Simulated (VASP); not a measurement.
# KCl (P4/mmm) in VASP: a series of runs, part 2 of 2

VASP 6.6.1. The steps go on from the part before.

## 3. Single point, PBEsol (zz strain of -2 %)

Input file INCAR:

```
PREC     = Accurate       # precision mode
ENCUT    = 520            # plane-wave cutoff, eV
EDIFF    = 1E-6           # SCF threshold, eV
ISMEAR   = -1             # smearing method
SIGMA    = 0.01           # smearing width, eV
LREAL    = False          # projectors in reciprocal space
LASPH    = True           # aspherical terms in the spheres
NELM     = 60             # most SCF steps
ALGO     = Normal         # electronic algorithm
ISIF     = 2              # what is computed and relaxed
LWAVE    = False          # write WAVECAR
LCHARG   = False          # write CHGCAR
GGA      = PS             # functional
NBANDS   = 15             # bands
```

Input file KPOINTS:

```
Automatic mesh
0
Gamma
  7 7 7
```

Input file POSCAR:

```
KCl
1.0
    3.6340000000      0.0000000000      0.0000000000
    0.0000000000      3.6340000000      0.0000000000
    0.0000000000      0.0000000000      3.5613200000
K Cl
1 1
Direct
    0.0000000000      0.0000000000      0.0000000000
    0.5000000000      0.5000000000      0.5000000000
```

Potentials or basis: VASP PAW PBE potentials, release 64 (K_sv, Cl).

Run with:

```sh
$ cat potpaw_PBE.64/K_sv/POTCAR potpaw_PBE.64/Cl/POTCAR > POTCAR
$ mpirun -np 1 vasp_std > vasp.out
```

OUTCAR:

```text
PREC = Accurate
   ENCUT = 520
   EDIFF = 1E-6
   ISMEAR = -1
   LREAL = False
   LASPH = True
   NELM = 60
   ISIF = 2
   GGA = PS

 ion  position               nearest neighbor table
   1  0.000  0.000  0.000-   2 3.13   2 3.13   2 3.13   2 3.13   2 3.13   2 3.13   2 3.13   2 3.13

   2  0.500  0.500  0.500-   1 3.13   1 3.13   1 3.13   1 3.13   1 3.13   1 3.13   1 3.13   1 3.13

  LATTYP: Found a simple tetragonal cell.
 ALAT       =     3.6340000000
 C/A-ratio  =     0.9800000000

  Lattice vectors:

 A1 = (   3.6340000000,   0.0000000000,   0.0000000000)
 A2 = (   0.0000000000,   3.6340000000,   0.0000000000)
 A3 = (   0.0000000000,   0.0000000000,   3.5613200000)

Analysis of symmetry for initial positions (statically):
=====================================================================
 Subroutine PRICEL returns:
 Original cell was already a primitive cell.

 Routine SETGRP: Setting up the symmetry group for a
 simple tetragonal supercell.

 Subroutine GETGRP returns: Found 16 space group operations
 (whereof 16 operations were pure point group operations)
 out of a pool of 16 trial point group operations.

The static configuration has the point symmetry D_4h.

Analysis of symmetry for dynamics (positions and initial velocities):
=====================================================================
 Subroutine PRICEL returns:
 Original cell was already a primitive cell.

 Routine SETGRP: Setting up the symmetry group for a
 simple tetragonal supercell.

 Subroutine GETGRP returns: Found 16 space group operations
 (whereof 16 operations were pure point group operations)
 out of a pool of 16 trial point group operations.

The dynamic configuration has the point symmetry D_4h.

 Subroutine INISYM returns: Found 16 space group operations
 (whereof 16 operations are pure point group operations),
 and found     1 'primitive' translations

----------------------------------------------------------------------------------------

                                     Primitive cell

  volume of cell :      47.0306

  direct lattice vectors                    reciprocal lattice vectors
     3.634000000  0.000000000  0.000000000     0.275178866  0.000000000  0.000000000
     0.000000000  3.634000000  0.000000000     0.000000000  0.275178866  0.000000000
     0.000000000  0.000000000  3.561320000     0.000000000  0.000000000  0.280794761

  length of vectors
     3.634000000  3.634000000  3.561320000     0.275178866  0.275178866  0.280794761

  position of ions in fractional coordinates (direct lattice)
     0.000000000  0.000000000  0.000000000
     0.500000000  0.500000000  0.500000000

  ion indices of the primitive-cell ions
   primitive index   ion index
                 1           1
                 2           2

----------------------------------------------------------------------------------------

 KPOINTS: Automatic mesh

Automatic generation of k-mesh.
 Grid dimensions read from file:
 generate k-points for:    7    7    7

 Generating k-lattice:

  Cartesian coordinates                     Fractional coordinates (reciprocal lattice)
     0.039311267  0.000000000  0.000000000     0.142857143  0.000000000  0.000000000
     0.000000000  0.039311267  0.000000000     0.000000000  0.142857143  0.000000000
     0.000000000  0.000000000  0.040113537     0.000000000  0.000000000  0.142857143

  Length of vectors
     0.039311267  0.039311267  0.040113537

  Shift w.r.t. Gamma in fractional coordinates (k-lattice)
     0.000000000  0.000000000  0.000000000

 Subroutine IBZKPT returns following result:
 ===========================================

 Found     40 irreducible k-points:

 Following reciprocal coordinates:
            Coordinates               Weight
  0.000000  0.000000  0.000000      1.000000
  0.142857  0.000000  0.000000      4.000000
  0.285714  0.000000  0.000000      4.000000
  0.428571  0.000000  0.000000      4.000000
  0.142857  0.142857  0.000000      4.000000
  0.285714  0.142857  0.000000      8.000000
[... 16 lines left out ...]
  0.285714  0.000000  0.285714      8.000000
  0.428571  0.000000  0.285714      8.000000
 [... further k-points ...]
   k-points           NKPTS =     40   k-points in BZ     NKDIM =     40   number of bands    NBANDS=     15
   number of dos      NEDOS =    301   number of ions     NIONS =      2
   total plane-waves  NPLWV =  21952
   dimension x,y,z NGX =    28 NGY =   28 NGZ =   28
   dimension x,y,z NGXF=    56 NGYF=   56 NGZF=   56
   ions per type =               1   1
   NGX,Y,Z   is equivalent  to a cutoff of  12.81, 12.81, 13.07 a.u.
   NGXF,Y,Z  is equivalent  to a cutoff of  25.62, 25.62, 26.14 a.u.
 SYSTEM =  unknown system
   PREC   = accura    normal or accurate (medium, high low for compatibility)
   ISTART =      0    job   : 0-new  1-cont  2-samecut
   ICHARG =      2    charge: 1-file 2-atom 10-const
   ISPIN  =      1    spin polarized calculation?
   LNONCOLLINEAR =      F non collinear calculations
   LSORBIT =      F    spin-orbit coupling
   LASPH  =      T    aspherical Exc in radial PAW
   ENCUT  =  520.0 eV  38.22 Ry    6.18 a.u.   6.76  6.76  6.62*2*pi/ulx,y,z
   NELM   =     60;   NELMIN=  2; NELMDL= -5     # of ELM steps
   EDIFF  = 0.1E-05   stopping-criterion for ELM
   LREAL  =      F    real-space projection
   EDIFFG = 0.1E-04   stopping-criterion for IOM
   NSW    =      0    number of steps for IOM
   IBRION =     -1    ionic relax: 0-MD 1-quasi-New 2-CG
   NFREE  =      0    steps in history (QN), initial steepest desc. (CG)
   ISIF   =      2    stress and relaxation
   ISYM   =      2    0-nonsym 1-usesym 2-fastsym
   POTIM  = 0.5000    time-step for ionic-motion
   TEBEG  =    0.0;   TEEND  =   0.0 temperature during run
   PSTRESS=    0.0 pullay stress
   NELECT =      16.0000    total number of electrons
   NUPDOWN=      -1.0000    fix difference up-down
   EMIN   =  10.00;   EMAX   =-10.00  energy-range for DOS
   EFERMI =   0.00;   METHOD = LEGACY
   ISMEAR =    -1;   SIGMA  =   0.01  broadening in eV -4-tet -1-fermi 0-gaus
   EFERMI_NEDOS =   21; number of points for ismear=-14 and -15
   IALGO  =     38    algorithm
   IMIX   =      4    mixing-type and parameters
     AMIX     =   0.40;   BMIX     =  1.00
     AMIX_MAG =   1.60;   BMIX_MAG =  1.00
  volume/ion in A,a.u.               =      23.52       158.69
  Fermi-wavevector in a.u.,A,eV,Ry     =   1.142846  2.159667 17.770542  1.306098
  Thomas-Fermi vector in A             =   2.279543
   LORBIT       =      0    0 simple, 1 ext, 2 COOP (PROOUT), +10 PAW based schemes
   GGA     = PS    functional components
   LHFCALC =     F    Hartree Fock is set to
   AEXX    =    0.0000 exact exchange contribution
   IVDW    =     0    specifies the selected vdW correction
   LEPSILON=     F    determine dielectric tensor
   LRPA    =     F    only Hartree local field effects (RPA)
 non-spin polarized calculation
  energy-cutoff  :      520.00
  volume of cell :       47.03
 maximum number of plane-waves:      1281
 NGX is ok and might be reduce to    28
   NGX = 13   NGY = 13   NGZ = 13

 number of electron      16.0000003 magnetization

 Free energy of the ion-electron system (eV)
  ---------------------------------------------------
  ext. energy  EPLUGINS =         0.00000000
  ---------------------------------------------------
  free energy    TOTEN  =        -6.86574650 eV

  energy without entropy =       -6.86574650  energy(sigma->0) =       -6.86574650

 E-fermi :   0.4903     XC(G=0):  -9.1266

 val. band max:        0.1636080882   @ k =   0.4286   0.4286   0.0000
 cond. band min:       5.5803398641   @ k =   0.0000   0.0000   0.0000
 fundamental gap:      5.4167317760
 Fermi energy:         0.4903266934

 k-point     1 :       0.0000    0.0000    0.0000
  band No.  band energies     occupation
      1     -27.5151      2.00000
      2     -12.8348      2.00000
      3     -10.9270      2.00000
      4     -10.9270      2.00000
      5     -10.9020      2.00000
      6      -0.1644      2.00000
      7      -0.1644      2.00000
      8      -0.0304      2.00000
      9       5.5803      0.00000
     10       6.2448      0.00000
     11       6.3573      0.00000
     12      11.0783      0.00000
     13      11.2575      0.00000
     14      11.2575      0.00000
[... 401 lines left out ...]
      2     -12.7498      2.00000
      3     -11.1869      2.00000
      4     -10.9639      2.00000
      5     -10.8365      2.00000
      6      -1.6642      2.00000
      7      -1.0000      2.00000
      8      -0.0651      2.00000
      9       7.0947      0.00000
     10       7.8459      0.00000
     11       9.5593      0.00000
     12       9.9952      0.00000
     13      10.1703      0.00000
     14      11.4718      0.00000
     15      12.9818      0.00000

 [... further k-points ...]
[... 5 lines left out ...]
  --------------------------------------------------------------------------------------
  -------------------------------------------------------------------------------------
  Total        0.8006303      0.8006303      1.1116494      0.0000000      0.0000000     -0.0000000
  in kB       27.2748125     27.2748125     37.8701970      0.0000000      0.0000000     -0.0000000
  external PRESSURE =      30.8066073 kB  Pullay stress =       0.0000000 kB

 VOLUME and BASIS-vectors are now :
 -----------------------------------------------------------------------------
  energy-cutoff  :      520.00
  volume of cell :       47.03
      direct lattice vectors                 reciprocal lattice vectors
     3.634000000  0.000000000  0.000000000     0.275178866  0.000000000  0.000000000
     0.000000000  3.634000000  0.000000000     0.000000000  0.275178866  0.000000000
     0.000000000  0.000000000  3.561320000     0.000000000  0.000000000  0.280794761

 POSITION                                       TOTAL-FORCE (eV/Angst)
 -----------------------------------------------------------------------------------
      0.00000      0.00000      0.00000         0.000000      0.000000      0.000000
      1.81700      1.81700      1.78066         0.000000      0.000000      0.000000
 -----------------------------------------------------------------------------------
    total drift:                               -0.000000      0.000000      0.000000

  FREE ENERGIE OF THE ION-ELECTRON SYSTEM (eV)
  ---------------------------------------------------
  free  energy   TOTEN  =        -6.8657464959 eV

  energy  without entropy=       -6.8657464959  energy(sigma->0) =       -6.86574650
```

Wall time 16 s (1 thread of Intel Xeon Platinum 8259CL at 2.50GHz (Skylake/Cascade Lake), shared host); peak memory 0.17 GiB.

Results:

```yaml
Free_energy: -6.8657 eV
Pressure: 3.1 GPa
Band_gap_on_the_k_mesh: 5.42 eV, indirect (least direct gap 5.61 eV)
```

Stress tensor (GPa, compression positive):
```
2.73 0.00 0.00
0.00 2.73 0.00
0.00 0.00 3.79
```

Levels at points of the mesh, in eV from the valence-band top:
| k point | band 5 | band 6 | band 7 | band 8 | band 9 | band 10 | band 11 | band 12 |
| --- | --- | --- | --- | --- | --- | --- | --- | --- |
| (0.00, 0.00, 0.00) | -11.07 | -0.33 | -0.33 | -0.19 | 5.42 | 6.08 | 6.19 | 10.91 |

Caveat: the cell differs from its parent crystal (zz strain of -2 %); the PAW data sets were made with another functional, which shifts forces and pressure a little. A k mesh can miss the band edges.

## 4. Single point, PBEsol (equal xx and yy strain of -1 %)

Input file INCAR:

```
SYSTEM = KCl
PREC = Accurate
ENCUT = 520
EDIFF = 1E-6
ISMEAR = -1
SIGMA = 0.01
LREAL = .FALSE.
LASPH = .TRUE.
NELM = 60
ALGO = Normal
ISIF = 2
LWAVE = .FALSE.
LCHARG = .FALSE.
GGA = PS
NBANDS = 15
```

Input file KPOINTS:

```
regular mesh
0
G
  7 7 7
  0 0 0
```

Input file POSCAR:

```
KCl
1.0
    3.5976600000      0.0000000000      0.0000000000
    0.0000000000      3.5976600000      0.0000000000
    0.0000000000      0.0000000000      3.6340000000
K Cl
1 1
Direct
    0.0000000000      0.0000000000      0.0000000000
    0.5000000000      0.5000000000      0.5000000000
```

Run with:

```sh
$ cat potpaw_PBE.64/K_sv/POTCAR potpaw_PBE.64/Cl/POTCAR > POTCAR
$ mpirun -np 1 vasp_std > vasp.out
```

Run time: 16 s. Hardware: 1 thread of Intel Xeon Platinum 8259CL at 2.50GHz (Skylake/Cascade Lake), shared host; peak memory 0.17 GiB.

Results (log left out):

| Property | Result |
| --- | --- |
| Free energy | -6.8674 eV |
| Pressure | 3.1 GPa |
| Band gap on the k mesh | 5.48 eV, indirect (least direct gap 5.69 eV) |

Stress tensor (GPa, compression positive):
```
3.25 0.00 0.00
0.00 3.25 0.00
0.00 0.00 2.73
```

Levels at points of the mesh, in eV from the valence-band top:
| k point | band 4 | band 5 | band 6 | band 7 | band 8 | band 9 | band 10 | band 11 | band 12 | band 13 |
| --- | --- | --- | --- | --- | --- | --- | --- | --- | --- | --- |
| (0.00, 0.00, 0.00) | -11.02 | -11.02 | -0.27 | -0.20 | -0.20 | 5.48 | 6.17 | 6.22 | 11.06 | 11.06 |

Caveat: the cell differs from its parent crystal (equal xx and yy strain of -1 %); the PAW data sets were made with another functional, which shifts forces and pressure a little.

## 5. Single point, PBEsol (zz strain of -1 %)

Input file INCAR:

```
ALGO = Normal ; EDIFF = 1E-6
ENCUT = 520 ; GGA = PS
ISIF = 2 ; ISMEAR = -1
LASPH = T ; LCHARG = F
LREAL = F ; LWAVE = F
NBANDS = 15 ; NELM = 80
PREC = Accurate ; SIGMA = 0.01
```

Input file KPOINTS:

```
k-points
0
Gamma
  7 7 7
```

Input file POSCAR:

```
KCl
1.0
    3.6340000000      0.0000000000      0.0000000000
    0.0000000000      3.6340000000      0.0000000000
    0.0000000000      0.0000000000      3.5976600000
K Cl
1 1
Direct
    0.0000000000      0.0000000000      0.0000000000
    0.5000000000      0.5000000000      0.5000000000
```

Run with:

```sh
$ cat potpaw_PBE.64/K_sv/POTCAR potpaw_PBE.64/Cl/POTCAR > POTCAR
$ mpirun -np 1 vasp_std > vasp.out
```

Wall time 17 s (1 thread of Intel Xeon Platinum 8259CL at 2.50GHz (Skylake/Cascade Lake), shared host); peak memory 0.17 GiB.

The run converged. Its results:

| Item | Value |
| --- | --- |
| Free energy | -6.8762 eV |
| Pressure | 2.7 GPa |
| Band gap on the k mesh | 5.41 eV, indirect (least direct gap 5.61 eV) |

Stress tensor (GPa, compression positive):
```
2.54 0.00 0.00
0.00 2.54 0.00
0.00 0.00 3.06
```

Levels at points of the mesh, in eV from the valence-band top:
| k point | band 4 | band 5 | band 6 | band 7 | band 8 | band 9 | band 10 | band 11 | band 12 | band 13 |
| --- | --- | --- | --- | --- | --- | --- | --- | --- | --- | --- |
| (0.00, 0.00, 0.00) | -11.06 | -11.05 | -0.27 | -0.27 | -0.20 | 5.41 | 6.17 | 6.22 | 10.99 | 11.08 |

Caveat: the cell differs from its parent crystal (zz strain of -1 %); the PAW data sets were made with another functional, which shifts forces and pressure a little.

## 6. Single point, PBEsol (zz strain of +1 %)

Input file INCAR:

```
ALGO     = Normal         # electronic algorithm
EDIFF    = 1E-7           # SCF threshold, eV
ENCUT    = 520            # plane-wave cutoff, eV
GGA      = PS             # functional
ISIF     = 2              # what is computed and relaxed
ISMEAR   = -1             # smearing method
LASPH    = T              # aspherical terms in the spheres
LCHARG   = F              # write CHGCAR
LREAL    = F              # projectors in reciprocal space
LWAVE    = F              # write WAVECAR
NBANDS   = 15             # bands
NELM     = 80             # most SCF steps
PREC     = Accurate       # precision mode
SIGMA    = 0.01           # smearing width, eV
```

KPOINTS is that of step 5.

POSCAR, as its differences from that of step 5:

```diff
@@ -4,3 +4,3 @@
     0.0000000000      3.6340000000      0.0000000000
-    0.0000000000      0.0000000000      3.5976600000
+    0.0000000000      0.0000000000      3.6703400000
 K Cl
```

Potentials or basis: VASP PAW PBE potentials, release 64 (K_sv, Cl).

Run with:

```sh
$ cat potpaw_PBE.64/K_sv/POTCAR potpaw_PBE.64/Cl/POTCAR > POTCAR
$ mpirun -np 1 vasp_std > vasp.out
```

Wall time 19 s (1 thread of Intel Xeon Platinum 8259CL at 2.50GHz (Skylake/Cascade Lake), shared host); peak memory 0.16 GiB.

Results (log left out):

* Free energy: -6.8907 eV
* Pressure: 2.1 GPa
* Band gap on the k mesh: 5.32 eV, indirect (least direct gap 5.53 eV)

Stress tensor (GPa, compression positive):
```
2.22 0.00 0.00
0.00 2.22 0.00
0.00 0.00 1.72
```

Levels at points of the mesh, in eV from the valence-band top:
```tsv
k point	band 6	band 7	band 8	band 9	band 10	band 11
(0.00, 0.00, 0.00)	-0.26	-0.20	-0.20	5.32	6.23	6.27
```

Caveat: the cell differs from its parent crystal (zz strain of +1 %); the PAW data sets were made with another functional, which shifts forces and pressure a little. A k mesh can miss the band edges.

## 7. The runs side by side

```tsv
cell	gap on the mesh (eV)	pressure (GPa)
a = 3.561, b = 3.561, c = 3.634 Å, 2 atoms	5.56	3.8
a = 3.634, b = 3.634, c = 3.561 Å, 2 atoms	5.42	3.1
a = 3.598, b = 3.598, c = 3.634 Å, 2 atoms	5.48	3.1
a = 3.634, b = 3.634, c = 3.598 Å, 2 atoms	5.41	2.7
a = 3.634, b = 3.634, c = 3.670 Å, 2 atoms	5.32	2.1
```

Alike in all rows: task single point; level PBEsol; potentials or basis VASP PAW PBE potentials, release 64 (K_sv, Cl); no spin polarisation; k mesh 7 × 7 × 7; cutoff (eV) 520; smearing fermi-dirac 0.01 eV.

Caveats: the PAW data sets were made with another functional, which shifts forces and pressure a little.

Absolute energies hang on the potentials; compare differences alone.
